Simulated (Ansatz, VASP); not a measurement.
Ru in VASP and in Ansatz

File INCAR:

```
  ALGO = Normal
  EDIFF = 1E-6
  ENCUT = 500
  GGA = PS
  GGA_COMPAT = F
  ISIF = 2
  ISMEAR = 0
  LASPH = T
  LCHARG = F
  LREAL = F
  LWAVE = F
  NBANDS = 13
  NELM = 120
  PREC = Accurate
  SIGMA = 0.1
```

The input KPOINTS:

```
k-points
0
Gamma
  8 8 8
```

Contents of POSCAR:

```
Ru
1.0
    0.0000000000      1.8956891339      1.8956891339
    1.8956891339      0.0000000000      1.8956891339
    1.8956891339      1.8956891339      0.0000000000
Ru
1
Direct
    0.0000000000      0.0000000000      0.0000000000
```

Input for Ansatz:

```yaml
crystal:
  lattice:
    - [0.0, 1.8956891339, 1.8956891339]
    - [1.8956891339, 0.0, 1.8956891339]
    - [1.8956891339, 1.8956891339, 0.0]
  atoms:
    - { symbol: Ru, position: [0.0, 0.0, 0.0] }
basis:
  ecutwfc: 420
kpoints:
  mp_grid: { grid: [8, 8, 8] }
hamiltonian:
  xc: pbesol
scf:
  occupations: { method: gaussian, width: 0.1 }
output:
  forces: true
  stress: true
  eigenvalues: true
```

Alike in both runs: task single point; functional PBEsol; k mesh 8 × 8 × 8; occupations gaussian, width 0.1 eV; no spin polarisation.

|  | VASP | Ansatz |
| --- | --- | --- |
| version | VASP 6.6.1 | Ansatz 0.2.0 |
| potentials or method | VASP PAW PBE potentials, release 64 (Ru_pv), cutoff 500 eV | scalar-relativistic, plane waves, PAW |
| valence electrons in the cell | 14 | 16 |

```csv
,VASP,Ansatz,Ansatz less VASP
gap on the k mesh at the Fermi level (eV),none,none,-
pressure (GPa),-6.9,-6.9,+0.06
```

VASP's potentials were made for PBE, not for PBEsol. A gap of «none» marks a metal or a gap that the smearing closes. VASP's potentials hold 14 valence electrons a cell and Ansatz's 16, so a difference there can come from the potentials and not from the codes.
